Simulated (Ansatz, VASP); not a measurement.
## One calculation of SnO2, two programs

The input INCAR:

```
  PREC = Accurate
  ENCUT = 520
  EDIFF = 1E-6
  ISMEAR = 0
  SIGMA = 0.05
  LREAL = False
  LASPH = True
  NELM = 60
  ALGO = Normal
  ISIF = 2
  LWAVE = False
  LCHARG = False
  NBANDS = 35
```

The input KPOINTS:

```
Automatic mesh
0
Gamma
  6 6 8
```

File POSCAR:

```
SnO2
1.0
    4.6504524036      0.0000000000      0.0000000000
    0.0000000000      4.7951101839      0.0000000000
    0.0000000000      0.0000000000      3.1900194031
Sn O
2 4
Direct
    0.5000000000      0.5000000000      0.5000000000
    0.0000000000      0.0000000000      0.0000000000
    0.3055669669      0.3065721211      0.0000000000
    0.8055669669      0.1934278789      0.5000000000
    0.1944330331      0.8065721211      0.5000000000
    0.6944330331      0.6934278789      0.0000000000
```

Input for Ansatz:

```yaml
crystal:
  lattice:
    - [4.6504524036, 0.0, 0.0]
    - [0.0, 4.7951101839, 0.0]
    - [0.0, 0.0, 3.1900194031]
  atoms:
    - { symbol: Sn, position: [0.5, 0.5, 0.5] }
    - { symbol: Sn, position: [0.0, 0.0, 0.0] }
    - { symbol: O, position: [0.3055669669, 0.3065721211, 0.0] }
    - { symbol: O, position: [0.8055669669, 0.1934278789, 0.5] }
    - { symbol: O, position: [0.1944330331, 0.8065721211, 0.5] }
    - { symbol: O, position: [0.6944330331, 0.6934278789, 0.0] }
basis:
  ecutwfc: 420
kpoints:
  mp_grid: { grid: [6, 6, 8] }
hamiltonian:
  xc: lda
scf:
  occupations: { method: gaussian, width: 0.05 }
output:
  forces: true
  stress: true
  eigenvalues: true
```

Change from the starting cell: strain -0.0150 x Voigt [1, -1, 0, 0, 0, 0], atoms carried along.

Alike in both runs: task single point; functional LDA; k mesh 6 × 6 × 8; occupations gaussian, width 0.05 eV; no spin polarisation.

|  | VASP | Ansatz |
| --- | --- | --- |
| version | VASP 6.6.1 | Ansatz 0.2.0 |
| potentials or method | VASP PAW LDA potentials, release 64 (Sn_d, O), cutoff 520 eV | scalar-relativistic, plane waves, PAW |
| valence electrons in the cell | 52 | 52 |

```csv
,VASP,Ansatz,Ansatz less VASP
gap on the k mesh at the Fermi level (eV),1.19,1.16,-0.035
least direct gap on the mesh (eV),1.19,1.16,-0.035
pressure (GPa),1.1,0.0,-1.08
"traceless stress, the component that is largest in VASP (GPa)",-1.38,-1.26,+0.119
rms of the force components (eV/Å),0.013,0.009,-0.0042
```

LDA's correlation is that of Perdew and Zunger in VASP and of Perdew and Wang (1992) in Ansatz. Atom by atom the forces differ by 0.010 eV/Å (rms over components).
